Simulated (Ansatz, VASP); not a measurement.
One calculation of Hf2H, two programs

Contents of INCAR:

```
ALGO = Normal
EDIFF = 1E-6
EDIFFG = -0.04
ENCUT = 600
GGA = PE
IBRION = 2
ISIF = 3
ISMEAR = 0
LASPH = T
LCHARG = F
LREAL = F
LWAVE = F
NELM = 100
NSW = 90
PREC = Accurate
SIGMA = 0.1
```

The input KPOINTS:

```
k-points
0
Gamma
  6 6 4
```

File POSCAR:

```
Hf2H
1.0
    4.4708033500      0.0000000000      0.0000000000
   -2.2354016700      3.8718292700      0.0000000000
    0.0000000000      0.0000000000      5.5535035300
Hf H
4 2
Direct
    0.0000000000      0.0000000000      0.0000000000
    0.0000000000      0.0000000000      0.5000000000
    0.3333333300      0.6666666700      0.7500000000
    0.6666666700      0.3333333300      0.2500000000
    0.3333333300      0.6666666700      0.2500000000
    0.6666666700      0.3333333300      0.7500000000
```

Input for Ansatz:

```yaml
crystal:
  lattice:
    - [4.47080335, 0.0, 0.0]
    - [-2.23540167, 3.87182927, 0.0]
    - [0.0, 0.0, 5.55350353]
  atoms:
    - { symbol: Hf, position: [0.0, 0.0, 0.0] }
    - { symbol: Hf, position: [0.0, 0.0, 0.5] }
    - { symbol: Hf, position: [0.33333333, 0.66666667, 0.75] }
    - { symbol: Hf, position: [0.66666667, 0.33333333, 0.25] }
    - { symbol: H, position: [0.33333333, 0.66666667, 0.25] }
    - { symbol: H, position: [0.66666667, 0.33333333, 0.75] }
basis:
  ecutwfc: 420
kpoints:
  mp_grid: { grid: [6, 6, 4] }
hamiltonian:
  xc: pbe
scf:
  occupations: { method: gaussian, width: 0.1 }
  lower_state_search: "off"
output:
  forces: true
  stress: true
  eigenvalues: true
relax:
  adjacent_minimum: "off"
  f_tol: 0.04
  max_steps: 70
  cell: { stress_tol: 0.4 }
```

Change from the starting cell: species swapped into the Sm2Tl type (P6_3/mmc, No. 194).

Alike in both runs: task relaxation of cell and atoms; functional PBE; k mesh 6 × 6 × 4; occupations gaussian, width 0.1 eV; no spin polarisation.

|  | VASP | Ansatz |
| --- | --- | --- |
| version | VASP 6.6.1 | Ansatz 0.2.0 |
| potentials or method | VASP PAW PBE potentials, release 64 (Hf_pv, H), cutoff 600 eV | scalar-relativistic, plane waves, PAW |
| valence electrons in the cell | 42 | 106 |

Ansatz gave:

* gap on the k mesh at the Fermi level, each at its own relaxed structure (eV): none
* relaxed volume (Å³/atom): 16.74
* relaxed cell length with the largest relative difference (Å): 10.668

Q: Which values does VASP return?

A: gap on the k mesh at the Fermi level, each at its own relaxed structure (eV): none; relaxed volume (Å³/atom): 16.39; relaxed cell length with the largest relative difference (Å): 10.328.

A gap of «none» marks a metal or a gap that the smearing closes. VASP's potentials hold 42 valence electrons a cell and Ansatz's 106, so a difference there can come from the potentials and not from the codes.

Spin-orbit coupling is off throughout.
